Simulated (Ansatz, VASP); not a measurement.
# One calculation of Si2Mo, two programs

```
Si Mo
1.0
     5.25552    0.00000    0.00000
    -2.62776    4.55141    0.00000
     0.00000    0.00000    4.07606
Si Mo
4 2
Direct
  0.50000 0.00000 0.00000
  0.00000 0.50000 0.00000
  0.50000 0.50000 0.00000
  0.00000 0.00000 0.00000
  0.33333 0.66667 0.50000
  0.66667 0.33333 0.50000
```

Alike in both runs: functional PBE; k mesh 12 × 12 × 10; occupations gaussian, width 0.1 eV; no spin polarisation.

Ansatz relaxed the structure, and its values are those at the end. VASP's run is a single point on that final structure, the one shown.

|  | VASP | Ansatz |
| --- | --- | --- |
| version | VASP 6.6.1 | Ansatz 0.2.0 |
| potentials or method | VASP PAW PBE potentials, release 64 (Si, Mo_sv), cutoff 520 eV | scalar-relativistic, plane waves, PAW |
| valence electrons in the cell | 44 | 44 |

```tsv
	VASP	Ansatz	Ansatz less VASP
gap on the k mesh at the Fermi level (eV)	none	none	-
pressure (GPa)	0.1	0.0	-0.07
```

A gap of «none» marks a metal or a gap that the smearing closes. With one functional, cell and mesh, what is left measures potentials, basis and numerics.
